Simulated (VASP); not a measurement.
A run of VASP 6.6.1 is set up as follows.

The input POSCAR:

```
SiO2
1.0
    4.1851894810      0.0000000000      0.0000000000
    0.0000000000      4.1851894810      0.0000000000
    0.0000000000      0.0000000000      2.7190137531
Si O
2 4
Direct
    0.0000000000      0.0000000000      0.0000000000
    0.5000000000      0.5000000000      0.5000000000
    0.3060178159      0.3060178159      0.0000000000
    0.1939821841      0.8060178159      0.5000000000
    0.6939821841      0.6939821841      0.0000000000
    0.8060178159      0.1939821841      0.5000000000
```

Contents of INCAR.step1:

```
SYSTEM = SiO2
PREC = Accurate
ENCUT = 520
ISMEAR = 0
SIGMA = 0.01
LREAL = .FALSE.
LASPH = .TRUE.
NELM = 100
NBANDS = 25
GGA = PE
ALGO = Normal
EDIFF = 1E-4
LWAVE = .TRUE.
LCHARG = .FALSE.
```

The input INCAR.step2:

```
SYSTEM = SiO2
PREC = Accurate
ENCUT = 520
EDIFF = 1E-7
ISMEAR = 0
SIGMA = 0.01
LREAL = .FALSE.
LASPH = .TRUE.
NELM = 100
ALGO = Normal
ISIF = 2
LWAVE = .FALSE.
LCHARG = .FALSE.
METAGGA = R2SCAN
LMIXTAU = .TRUE.
NBANDS = 25
ISTART = 1
```

Contents of KPOINTS:

```
Automatic mesh
0
G
  6 6 10
  0 0 0
```

Potentials or basis: VASP PAW PBE potentials, release 64 (Si, O).

The run is started by

```console
$ cat potpaw_PBE.64/Si/POTCAR potpaw_PBE.64/O/POTCAR > POTCAR
$ cp INCAR.step1 INCAR
$ mpirun -np 1 vasp_std > vasp.out
$ cp INCAR.step2 INCAR
$ mpirun -np 1 vasp_std > vasp.out
```

(1) Predict the band gap on the k mesh.

(2) What does it give for the pressure?

Answers

(1) 6.09 eV, direct.

(2) -6.5 GPa.

Caveat: the cell differs from its parent crystal (uniaxial z strain +1.9%); the PAW data sets were made with another functional, which shifts forces and pressure a little.
